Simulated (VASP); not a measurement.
# As in VASP: relaxation of the atoms with PBE+D3(BJ)

Aim: the relaxation of the atoms of As with PBE+D3(BJ).

Program: VASP 6.6.1. These are calculated values, not measurements. Logs are shortened: lines on timing, memory, paths and dates and some standing lists are left out, and cuts for length are marked.

## (1) The cell of the first run

The cell holds a slab with vacuum, 4 atoms: a = 3.572 Å, b = 3.572 Å, c = 20.295 Å, α = 90.00°, β = 90.00°, γ = 120.00°.

## (2) Relaxation of the atoms, PBE+D3(BJ) (layers slid over each other)

INCAR reads:

```
SYSTEM = As
  PREC = Accurate
  ENCUT = 520
  EDIFF = 1E-6
  ISMEAR = 0
  SIGMA = 0.05
  LREAL = .FALSE.
  LASPH = .TRUE.
  NELM = 80
  ALGO = Normal
  ISIF = 2
  LWAVE = .FALSE.
  LCHARG = .FALSE.
  LDIPOL = .TRUE.
  IDIPOL = 3
  DIPOL = 0.5 0.5 0.374
  GGA = PE
  IVDW = 12
  IBRION = 2
  NSW = 40
  EDIFFG = -0.003
```

KPOINTS reads:

```
Automatic mesh
0
G
  9 9 1
  0 0 0
```

POSCAR reads:

```
As
1.0
    3.5716242768      0.0000000000      0.0000000000
   -1.7858121384      3.0931173565      0.0000000000
    0.0000000000      0.0000000000     20.2951239260
As
4
Selective dynamics
Direct
    0.3333333333      0.6666666667      0.2217281361  F F F
    0.6666666667      0.3333333333      0.2905484699  F F T
    0.8333333333      1.0000000000      0.4565694121  F F T
    0.5000000000      1.3333333333      0.5253900207  F F T
```

Potentials or basis: VASP PAW PBE potentials, release 64 (As).

On the command line:

```sh
$ cat potpaw_PBE.64/As/POTCAR > POTCAR
$ mpirun -np 1 vasp_std > vasp.out
```

OUTCAR:

```text
SYSTEM = As
   PREC = Accurate
   ENCUT = 520
   EDIFF = 1E-6
   ISMEAR = 0
   LREAL = .FALSE.
   LASPH = .TRUE.
   NELM = 80
   ISIF = 2
   GGA = PE
   IVDW = 12
   IBRION = 2
   NSW = 40
   EDIFFG = -0.003
 IVDW          = 12

 ion  position               nearest neighbor table
   1  0.333  0.667  0.222-   2 2.49   2 2.49   2 2.49
   2  0.667  0.333  0.291-   1 2.49   1 2.49   1 2.49
   3  0.833  0.000  0.457-   4 2.49   4 2.49   4 2.49
   4  0.500  0.333  0.525-   3 2.49   3 2.49   3 2.49

  LATTYP: Found a hexagonal cell.
 ALAT       =     3.5716242768
 C/A-ratio  =     5.6823233221

  Lattice vectors:

 A1 = (   3.5716242768,   0.0000000000,   0.0000000000)
 A2 = (  -1.7858121384,   3.0931173565,   0.0000000000)
 A3 = (   0.0000000000,   0.0000000000,  20.2951239260)

Analysis of symmetry for initial positions (statically):
=====================================================================
 Subroutine PRICEL returns:
 Original cell was already a primitive cell.

 Routine SETGRP: Setting up the symmetry group for a
 hexagonal supercell.

 Subroutine GETGRP returns: Found  1 space group operations
 (whereof  1 operations were pure point group operations)
 out of a pool of 24 trial point group operations.

The static configuration has the point symmetry C_1 .

Analysis of symmetry for dynamics (positions and initial velocities):
=====================================================================
 Subroutine PRICEL returns:
 Original cell was already a primitive cell.

 Routine SETGRP: Setting up the symmetry group for a
 hexagonal supercell.

 Subroutine GETGRP returns: Found  1 space group operations
 (whereof  1 operations were pure point group operations)
 out of a pool of 24 trial point group operations.

The dynamic configuration has the point symmetry C_1 .

Analysis of constrained symmetry for selective dynamics:
=====================================================================
 Subroutine PRICEL returns:
 Original cell was already a primitive cell.

 Routine SETGRP: Setting up the symmetry group for a
 hexagonal supercell.

 Subroutine GETGRP returns: Found  1 space group operations
 (whereof  1 operations were pure point group operations)
 out of a pool of 24 trial point group operations.

The constrained configuration has the point symmetry C_1 .

 Subroutine INISYM returns: Found  1 space group operations
 (whereof  1 operations are pure point group operations),
 and found     1 'primitive' translations

----------------------------------------------------------------------------------------

                                     Primitive cell

  volume of cell :     224.2094

  direct lattice vectors                    reciprocal lattice vectors
     3.571624277  0.000000000  0.000000000     0.279984658  0.161649217  0.000000000
    -1.785812138  3.093117357  0.000000000     0.000000000  0.323298435  0.000000000
     0.000000000  0.000000000 20.295123926     0.000000000  0.000000000  0.049272919

  length of vectors
     3.571624277  3.571624277 20.295123926     0.323298435  0.323298435  0.049272919

  position of ions in fractional coordinates (direct lattice)
     0.333333333  0.666666667  0.221728136
     0.666666667  0.333333333  0.290548470
     0.833333333  0.000000000  0.456569412
     0.500000000  0.333333333  0.525390021

  ion indices of the primitive-cell ions
   primitive index   ion index
                 1           1
                 2           2
                 3           3
                 4           4

----------------------------------------------------------------------------------------

 KPOINTS: Automatic mesh

Automatic generation of k-mesh.
 Grid dimensions read from file:
 generate k-points for:    9    9    1

 Generating k-lattice:

  Cartesian coordinates                     Fractional coordinates (reciprocal lattice)
     0.031109406  0.017961024  0.000000000     0.111111111  0.000000000  0.000000000
     0.000000000  0.035922048  0.000000000     0.000000000  0.111111111  0.000000000
     0.000000000  0.000000000  0.049272919     0.000000000  0.000000000  1.000000000

  Length of vectors
     0.035922048  0.035922048  0.049272919

  Shift w.r.t. Gamma in fractional coordinates (k-lattice)
     0.000000000  0.000000000  0.000000000

 Subroutine IBZKPT returns following result:
 ===========================================

 Found     41 irreducible k-points:

 Following reciprocal coordinates:
            Coordinates               Weight
  0.000000  0.000000  0.000000      1.000000
  0.111111  0.000000  0.000000      2.000000
  0.000000  0.111111  0.000000      2.000000
 -0.111111  0.111111  0.000000      2.000000
  0.222222 -0.000000  0.000000      2.000000
  0.000000  0.222222  0.000000      2.000000
[... 16 lines left out ...]
  0.333333  0.111111  0.000000      2.000000
 -0.111111  0.444444  0.000000      2.000000
 [... further k-points ...]
   k-points           NKPTS =     41   k-points in BZ     NKDIM =     41   number of bands    NBANDS=     14
   number of dos      NEDOS =    301   number of ions     NIONS =      4
   total plane-waves  NPLWV = 125440
   dimension x,y,z NGX =    28 NGY =   28 NGZ =  160
   dimension x,y,z NGXF=    56 NGYF=   56 NGZF=  320
   ions per type =               4
   NGX,Y,Z   is equivalent  to a cutoff of  13.03, 13.03, 13.11 a.u.
   NGXF,Y,Z  is equivalent  to a cutoff of  26.07, 26.07, 26.21 a.u.
 SYSTEM =  As
   PREC   = accura    normal or accurate (medium, high low for compatibility)
   ISTART =      0    job   : 0-new  1-cont  2-samecut
   ICHARG =      2    charge: 1-file 2-atom 10-const
   ISPIN  =      1    spin polarized calculation?
   LNONCOLLINEAR =      F non collinear calculations
   LSORBIT =      F    spin-orbit coupling
   LASPH  =      T    aspherical Exc in radial PAW
   ENCUT  =  520.0 eV  38.22 Ry    6.18 a.u.   6.64  6.64 37.74*2*pi/ulx,y,z
   NELM   =     80;   NELMIN=  2; NELMDL= -5     # of ELM steps
   EDIFF  = 0.1E-05   stopping-criterion for ELM
   LREAL  =      F    real-space projection
   EDIFFG = -.3E-02   stopping-criterion for IOM
   NSW    =     40    number of steps for IOM
   IBRION =      2    ionic relax: 0-MD 1-quasi-New 2-CG
   NFREE  =      1    steps in history (QN), initial steepest desc. (CG)
   ISIF   =      2    stress and relaxation
   ISYM   =      2    0-nonsym 1-usesym 2-fastsym
   POTIM  = 0.5000    time-step for ionic-motion
   TEBEG  =    0.0;   TEEND  =   0.0 temperature during run
   PSTRESS=    0.0 pullay stress
   NELECT =      20.0000    total number of electrons
   NUPDOWN=      -1.0000    fix difference up-down
   EMIN   =  10.00;   EMAX   =-10.00  energy-range for DOS
   EFERMI =   0.00;   METHOD = LEGACY
   ISMEAR =     0;   SIGMA  =   0.05  broadening in eV -4-tet -1-fermi 0-gaus
   EFERMI_NEDOS =   21; number of points for ismear=-14 and -15
   IALGO  =     38    algorithm
   IMIX   =      4    mixing-type and parameters
     AMIX     =   0.40;   BMIX     =  1.00
     AMIX_MAG =   1.60;   BMIX_MAG =  1.00
  volume/ion in A,a.u.               =      56.05       378.26
  Fermi-wavevector in a.u.,A,eV,Ry     =   0.731476  1.382290  7.279898  0.535057
  Thomas-Fermi vector in A             =   1.823703
   LORBIT       =      0    0 simple, 1 ext, 2 COOP (PROOUT), +10 PAW based schemes
   GGA     = PE    functional components
   LHFCALC =     F    Hartree Fock is set to
   AEXX    =    0.0000 exact exchange contribution
   IVDW    =    12    specifies the selected vdW correction
   LEPSILON=     F    determine dielectric tensor
   LRPA    =     F    only Hartree local field effects (RPA)
 conjugate gradient relaxation of ions
 non-spin polarized calculation
 Gauss-broadening in eV      SIGMA  =   0.05
  energy-cutoff  :      520.00
  volume of cell :      224.21
 maximum number of plane-waves:      6099
   NGX = 13   NGY = 13   NGZ = 75

--------------------------------------- Ionic step        1  -------------------------------------------

 number of electron      20.0000002 magnetization

 Free energy of the ion-electron system (eV)
  ---------------------------------------------------
  ext. energy  EPLUGINS =         0.00000000
  ---------------------------------------------------
  free energy    TOTEN  =       -18.63357625 eV

  energy without entropy =      -18.63357625  energy(sigma->0) =      -18.63357625

------------------------ aborting loop because EDIFF is reached ----------------------------------------

 Edisp (eV)   -1.07777

 E8    (eV) :    -0.4705
[... 111 lines left out ...]
  FREE ENERGIE OF THE ION-ELECTRON SYSTEM (eV)
  ---------------------------------------------------
  free  energy   TOTEN  =       -19.7125575843 eV

  energy  without entropy=      -19.7125575843  energy(sigma->0) =      -19.71255758

 dipolmoment           0.000000      0.000000      0.000744 electrons x Angstroem

 vacuum level on the upper side and lower side of the slab       (xc-potential included)        -0.041        -0.008

[... ionic steps 4 to 27 ...]

--------------------------------------- Ionic step       28  -------------------------------------------

 number of electron      20.0000002 magnetization

------------------------ aborting loop because EDIFF is reached ----------------------------------------
[... 79 lines left out ...]
--------------------------------------- Ionic step       30  -------------------------------------------

 number of electron      20.0000002 magnetization

 dipolmoment           0.000000      0.000000     -0.004327 electrons x Angstroem

 Free energy of the ion-electron system (eV)
  ---------------------------------------------------
  ext. energy  EPLUGINS =         0.00000000
  ---------------------------------------------------
  free energy    TOTEN  =       -18.59653047 eV

  energy without entropy =      -18.59653047  energy(sigma->0) =      -18.59653047

 E-fermi :  -0.8169     XC(G=0):  -4.6048

 val. band max:       -1.0700025798   @ k =   0.1111   0.0000   0.0000
 cond. band min:      -0.3578216280   @ k =   0.3333   0.0000   0.0000
 fundamental gap:      0.7121809518
 Fermi energy:        -0.8169264488

 k-point     1 :       0.0000    0.0000    0.0000
  band No.  band energies     occupation
      1     -15.2908      2.00000
      2     -15.1165      2.00000
      3      -9.3501      2.00000
      4      -8.4192      2.00000
      5      -3.0114      2.00000
      6      -1.5914      2.00000
      7      -1.5453      2.00000
      8      -1.4930      2.00000
      9      -1.4590      2.00000
     10      -1.2256      2.00000
     11       0.3980      0.00000
     12       1.1588      0.00000
     13       1.8358      0.00000
     14       1.9377      0.00000
[... 377 lines left out ...]
      1     -13.2648      2.00000
      2     -13.1182      2.00000
      3     -10.1574      2.00000
      4     -10.0150      2.00000
      5      -5.5899      2.00000
      6      -5.0344      2.00000
      7      -4.1122      2.00000
      8      -3.9786      2.00000
      9      -2.9408      2.00000
     10      -2.4054      2.00000
     11       0.3886      0.00000
     12       1.2664      0.00000
     13       1.6204      0.00000
     14       2.3436      0.00000

 [... further k-points ...]

------------------------ aborting loop because EDIFF is reached ----------------------------------------

 vacuum level on the upper side and lower side of the slab       (xc-potential included)        -0.041         0.028

 Edisp (eV)   -1.12985

 E8    (eV) :    -0.4945

  FORCE on cell =-STRESS in cart. coord.  units (eV):
  Direction    XX          YY          ZZ          XY          YZ          ZX
  --------------------------------------------------------------------------------------
  -------------------------------------------------------------------------------------
  Total       0.42932     0.50638    -0.02036    -0.23480    -0.22241     0.36450
  in kB       3.06787     3.61853    -0.14550    -1.67784    -1.58935     2.60468
  external pressure =        2.18 kB  Pullay stress =        0.00 kB
[... 19 lines left out ...]
  FREE ENERGIE OF THE ION-ELECTRON SYSTEM (eV)
  ---------------------------------------------------
  free  energy   TOTEN  =       -19.7263786052 eV

  energy  without entropy=      -19.7263786052  energy(sigma->0) =      -19.72637861

 reached required accuracy - stopping structural energy minimisation

 vacuum level on the upper side and lower side of the slab         3.729         3.799
```

Run time: 32 min. Hardware: 1 thread of Oxide Virtual Turin-like, shared host; peak memory 0.38 GiB.

What came out:

* Free energy: -19.7264 eV
* Energy gained by relaxing: 3.8 meV/atom
* Ionic steps: 30
* Band gap on the k mesh: 0.71 eV (least direct gap 1.43 eV)
* Dispersion energy per atom: -0.282 eV

The path:
```csv
step,energy change (eV),largest force on free atoms (eV/Å),pressure (GPa)
1,0.0000,0.1495,0.12
2,-0.0012,0.0653,-0.01
3,-0.0012,0.0745,-0.02
4,-0.0015,0.0484,-0.03
5,-0.0016,0.0462,-0.03
6,-0.0018,0.0467,-0.03
7,-0.0025,0.0470,-0.02
8,-0.0038,0.0475,-0.01
9,-0.0063,0.0478,0.01
10,-0.0105,0.0469,0.06
11,-0.0148,0.0486,0.20
12,0.0377,0.9258,0.08
13,-0.0150,0.0153,0.19
14,-0.0116,0.2516,0.43
15,-0.0150,0.0037,0.21
16,-0.0150,0.0218,0.21
17,-0.0150,0.0099,0.21
18,-0.0150,0.0090,0.21
19,-0.0150,0.0077,0.20
20,-0.0150,0.0154,0.20
21,-0.0150,0.0138,0.20
22,-0.0150,0.0084,0.20
23,-0.0150,0.0113,0.21
24,-0.0150,0.0059,0.22
25,-0.0150,0.0066,0.22
26,-0.0150,0.0038,0.22
27,-0.0150,0.0048,0.22
28,-0.0150,0.0036,0.22
29,-0.0150,0.0033,0.22
30,-0.0150,0.0016,0.22
```

Final structure:
```xyz
4
Lattice="3.5716 0.0000 0.0000 -1.7858 3.0931 0.0000 0.0000 0.0000 20.2951" Properties=species:S:1:pos:R:3 pbc="T T T"
As    0.0000    2.0621    4.5000
As    1.7858    1.0310    5.9017
As    2.9764    0.0000    8.9255
As    1.1905    1.0310   10.3291
```

Caveat: the cell differs from its parent crystal (layers slid over each other).
